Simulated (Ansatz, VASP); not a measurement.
**SrVO3: VASP beside Ansatz**

```xyz
5
Lattice="3.8409 0.0000 0.0000 0.0000 3.8409 0.0000 0.0000 0.0000 3.8409" Properties=species:S:1:pos:R:3 pbc="T T T"
Sr    1.9204    1.9204    1.9204
V     0.0000    0.0000    0.0000
O     1.9204    0.0000    0.0000
O     0.0000    1.9204    0.0000
O     0.0000    0.0000    1.9204
```

Alike in both runs: task single point; functional r2SCAN; k mesh 5 × 5 × 5; occupations gaussian, width 0.05 eV; collinear spin; Hubbard terms V d U = 4.0 eV.

```csv
,VASP,Ansatz
version,VASP 6.6.1,Ansatz 0.2.0
potentials or method,"VASP PAW PBE potentials, release 64 (Sr_sv, V_sv, O), cutoff 520 eV","scalar-relativistic, plane waves, PAW"
valence electrons in the cell,41,41
```

VASP gave:

- gap on the k mesh at the Fermi level (eV): none
- pressure (GPa): 5.1
- net moment per atom (μB): 0.20
- size of the moment on the site where the two differ most (μB): 1.20

Problem. Estimate Ansatz's values.

Solution. gap on the k mesh at the Fermi level (eV): none; pressure (GPa): 2.6; net moment per atom (μB): 0.20; size of the moment on the site where the two differ most (μB): 1.03.

VASP's potentials were made for PBE, not for r2SCAN. Site moments also hang on the region over which each program counts them. The programs project onto different local orbitals, so the same U acts differently, and such runs can settle in different states. A gap of «none» marks a metal or a gap that the smearing closes. Ansatz's warnings: filled band counts differ across k points, specified occupation not kept, stability check not made.
